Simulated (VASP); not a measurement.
Set up this calculation in VASP 6.6.1, as the native input.

```
Task                   : single point
Functional             : PBEsol
Potentials or basis    : VASP PAW PBE potentials, release 64 (Nb_sv)
Cutoff                 : 520 eV
k mesh                 : 12 × 12 × 12
Occupations            : fermi-dirac, width 0.136057 eV
Spin                   : no spin polarisation
Dipole correction      : no
Further INCAR settings : ALGO = Normal; EDIFF = 1e-07; NBANDS = 12
```

The structure of Nb lies in POSCAR:

```
Nb
1.0
    2.6764760247      0.0000000000      0.0000000000
    0.0000000000      2.6764760247      0.0000000000
    0.0000000000      0.0000000000      2.6764760247
Nb
1
Direct
    0.0000000000      0.0000000000      0.0000000000
```

The input as run:

INCAR

```
SYSTEM = Nb
PREC = Accurate ; ENCUT = 520
EDIFF = 1E-7 ; ISMEAR = -1
SIGMA = 0.13605693000000002 ; LREAL = .FALSE.
LASPH = .TRUE. ; NELM = 100
ALGO = Normal ; ISIF = 2
LWAVE = .FALSE. ; LCHARG = .FALSE.
GGA = PS ; NBANDS = 12
```

KPOINTS

```
Automatic mesh
0
G
  12 12 12
  0 0 0
```

Potentials or basis: VASP PAW PBE potentials, release 64 (Nb_sv).

Launch:

```bash
$ cat potpaw_PBE.64/Nb_sv/POTCAR > POTCAR
$ mpirun -np 1 vasp_std > vasp.out
```

It gave:

The pressure is 1.5 GPa.

Caveat: the PAW data sets were made with another functional, which shifts forces and pressure a little.

Wall time 20 s on 1 thread of Intel Xeon 8259CL, on a shared host, peak memory 0.13 GiB.
